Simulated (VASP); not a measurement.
Here is a VASP 6.6.1 calculation.

The input INCAR:

```
  ALGO = Normal
  EDIFF = 1E-6
  EDIFFG = -0.01
  ENCUT = 600
  GGA = PE
  IBRION = 2
  ISIF = 3
  ISMEAR = 0
  LASPH = True
  LCHARG = False
  LREAL = False
  LWAVE = False
  NELM = 80
  NSW = 100
  PREC = Accurate
  SIGMA = 0.02
```

Contents of KPOINTS:

```
k-points
0
Gamma
  9 9 6
```

The input POSCAR:

```
As
1.0
    3.6116436832      0.0000000000      0.0000000000
   -1.8058218416      3.1277751791      0.0000000000
    0.0000000000      0.0000000000      5.4072870922
As
2
Direct
    0.3333333333      0.6666666667      0.8715187665
    0.6666666667      0.3333333333      0.1284812335
```

Potentials or basis: VASP PAW PBE potentials, release 64 (As).

Command:

```bash
$ cat potpaw_PBE.64/As/POTCAR > POTCAR
$ mpirun -np 1 vasp_std > vasp.out
```

Task: Estimate the space group after relaxing (to 0.05 Å).

Result: P-3m1 (No. 164).

Task: What does it give for the band gap on the k mesh?

Result: 0.79 eV, indirect (least direct gap 1.19 eV).

Step by step:
```tsv
step	energy change (eV)	largest force (eV/Å)	pressure (GPa)	volume (Å³)
1	0.0000	0.0818	0.25	61.08
2	0.0001	0.0934	-0.28	61.51
3	-0.0003	0.0009	0.00	61.28
```

Caveat: this functional lacks dispersion, which binds the layers, so the pressure and a relaxed spacing across them are unreliable. A k mesh can miss the band edges.
